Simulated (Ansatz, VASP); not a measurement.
Two plane-wave programs on BaTiO3

```xyz
5
Lattice="2.8604 1.6514 2.3461 -2.8604 1.6514 2.3461 0.0000 -3.3029 2.3461" Properties=species:S:1:pos:R:3 pbc="T T T"
Ba    0.0000    0.0000    0.0189
Ti    0.0000    0.0000    3.6092
O     0.0000   -1.6258    4.6058
O    -1.4080    0.8129    4.6058
O     1.4080    0.8129    4.6058
```

Alike in both runs: functional PBE; k mesh 6 × 6 × 6; occupations gaussian, width 0.02 eV; no spin polarisation; Hubbard terms Ti d U = 4.0 eV.

Ansatz relaxed the structure, and its values are those at the end. VASP's run is a single point on that final structure, the one shown.

|  | VASP | Ansatz |
| --- | --- | --- |
| version | VASP 6.6.1 | Ansatz 0.2.0 |
| potentials or method | VASP PAW PBE potentials, release 64 (Ba_sv, Ti_sv, O_h), cutoff 910 eV | scalar-relativistic, plane waves, PAW |
| valence electrons in the cell | 40 | 40 |

|  | VASP | Ansatz | Ansatz less VASP |
| --- | --- | --- | --- |
| gap on the k mesh at the Fermi level (eV) | 2.63 | 2.65 | +0.019 |
| least direct gap on the mesh (eV) | 3.03 | 3.03 | +0.003 |
| rms of the force components (eV/Å) | 0.217 | 0.000 | -0.2168 |

The programs project onto different local orbitals, so the same U acts differently, and such runs can settle in different states.

Neither program's run includes spin-orbit coupling. Noted on VASP's run: the cutoff is short for stress, so the pressure is rough.
